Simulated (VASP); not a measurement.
Input of a VASP 6.6.1 run:

Contents of POSCAR:

```
Sc
1.0
    0.0000000000      3.1900000000      3.1900000000
    3.1900000000      0.0000000000      3.1900000000
    3.1900000000      3.1900000000      0.0000000000
Sc
2
Direct
    1.0000000000      1.0000000000      1.0000000000
    0.2500000000      0.2500000000      0.2500000000
```

The input INCAR.step1:

```
SYSTEM = Sc
  ALGO = Normal
  EDIFF = 1E-5
  EDIFFG = -0.005
  ENCUT = 550
  GGA = PE
  GGA_COMPAT = .FALSE.
  IBRION = 2
  ISIF = 3
  ISMEAR = 1
  LASPH = .TRUE.
  LCHARG = .FALSE.
  LREAL = .FALSE.
  LWAVE = .TRUE.
  NELM = 120
  NELMIN = 4
  NSW = 100
  PREC = Accurate
  SIGMA = 0.05
```

The input INCAR.step2:

```
SYSTEM = Sc
  ALGO = Normal
  EDIFF = 1E-7
  EDIFFG = -0.01
  ENCUT = 550
  GGA_COMPAT = .FALSE.
  IBRION = 2
  ISIF = 3
  ISMEAR = 1
  ISTART = 1
  LASPH = .TRUE.
  LCHARG = .FALSE.
  LMIXTAU = .TRUE.
  LREAL = .FALSE.
  LWAVE = .FALSE.
  METAGGA = R2SCAN
  NELM = 120
  NELMIN = 4
  NSW = 60
  PREC = Accurate
  PSTRESS = 450.0
  SIGMA = 0.05
```

The input KPOINTS:

```
k-points
0
G
  11 11 11
  0 0 0
```

Potentials or basis: VASP PAW PBE potentials, release 64 (Sc_sv).

Launch:

```console
$ cat potpaw_PBE.64/Sc_sv/POTCAR > POTCAR
$ cp INCAR.step1 INCAR
$ mpirun -np 1 vasp_std > vasp.out
$ cp INCAR.step2 INCAR
$ mpirun -np 1 vasp_std > vasp.out
```

Problem. Estimate the relaxed cell.

Solution. a = 3.445 Å, b = 3.445 Å, c = 3.445 Å, α = 60.00°, β = 60.00°, γ = 60.00°.

Problem. Predict the space group after relaxing (to 0.1 Å).

Solution. Fd-3m (No. 227).

Final structure:
```
CELL_PARAMETERS angstrom
0.00000 2.43631 2.43631
2.43631 0.00000 2.43631
2.43631 2.43631 0.00000
ATOMIC_POSITIONS crystal
Sc 0.00000 0.00000 0.00000
Sc 0.25000 0.25000 0.25000
```
